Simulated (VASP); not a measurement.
Wanted: the native input for a VASP 6.6.1 run.

```yaml
Task: single point
Functional: PBE
Potentials_or_basis: VASP PAW PBE potentials, release 64 (Al, Ru_pv)
Cutoff: 520 eV
k_mesh: 9 × 9 × 9
Occupations: methfessel-paxton, width 0.15 eV
Spin: no spin polarisation
Dipole_correction: no
Further_INCAR_settings: ALGO = Normal; EDIFF = 1e-06; NBANDS = 16
```

The structure of AlRu lies in POSCAR:

```
AlRu
1.0
    2.9916000000      0.0000000000      0.0000000000
    0.0000000000      2.9916000000      0.0000000000
    0.0000000000      0.0000000000      2.9916000000
Al Ru
1 1
Direct
    0.0000000000      0.0000000000      0.0000000000
    0.5000000000      0.5000000000      0.5000000000
```

One way to write it, as run:

INCAR

```
SYSTEM = AlRu
ALGO     = Normal         ! electronic algorithm
EDIFF    = 1E-6           ! SCF threshold, eV
ENCUT    = 520            ! plane-wave cutoff, eV
GGA      = PE             ! functional
ISIF     = 2              ! what is computed and relaxed
ISMEAR   = 1              ! smearing method
LASPH    = .True.         ! aspherical terms in the spheres
LCHARG   = .True.         ! write CHGCAR
LELF     = .True.         ! ELF
LREAL    = .False.        ! projectors in reciprocal space
LVHAR    = .True.       
LWAVE    = .False.        ! write WAVECAR
NBANDS   = 16             ! bands
NELM     = 100            ! most SCF steps
PREC     = Accurate       ! precision mode
SIGMA    = 0.15           ! smearing width, eV
```

KPOINTS

```
k-points
0
Gamma
  9 9 9
  0 0 0
```

Potentials or basis: VASP PAW PBE potentials, release 64 (Al, Ru_pv).

Launch:

```console
$ cat potpaw_PBE.64/Al/POTCAR potpaw_PBE.64/Ru_pv/POTCAR > POTCAR
$ mpirun -np 1 vasp_std > vasp.out
```

Results of the run:

```yaml
Pressure: 2.4 GPa
```

Run time: 13 s on 1 thread of Intel Xeon 8259CL (shared host), peak memory 0.14 GiB.
